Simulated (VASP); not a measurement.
Crystal: SnSe.

```
Sn Se
1.0
     0.00000    3.01000    3.01000
     3.01000    0.00000    3.01000
     3.01000    3.01000    0.00000
Sn Se
1 1
Direct
  0.00000 0.00000 0.00000
  0.50000 0.50000 0.50000
```

Base run:

```yaml
Program: VASP 6.6.1
Functional: revPBE
Potentials_or_basis: VASP PAW PBE potentials, release 64 (Sn_d, Se)
Cutoff: 520 eV
k_mesh: 8 × 8 × 8
Occupations: fermi-dirac, width 0.05 eV
Spin: no spin polarisation
```

Its results: band gap on the k mesh 0.55 eV, direct; pressure 2.1 GPa.

After a change of settings the same cell gave: band gap on the k mesh 0.65 eV, direct; pressure -1.9 GPa. Which change was it?
A. functional from revPBE to PBE; occupations from fermi-dirac, width 0.05 eV to gaussian, width 0.029 eV
B. functional from revPBE to r2SCAN; dispersion from none to D4
C. functional from revPBE to PBEsol
D. functional from revPBE to PBE

C.

PBEsol binds more tightly than revPBE, so the same cell stands under less pressure.

Caveats: the PAW data sets were made with another functional, which shifts forces and pressure a little; spin-orbit coupling is left out, which moves the levels of the heavy elements.
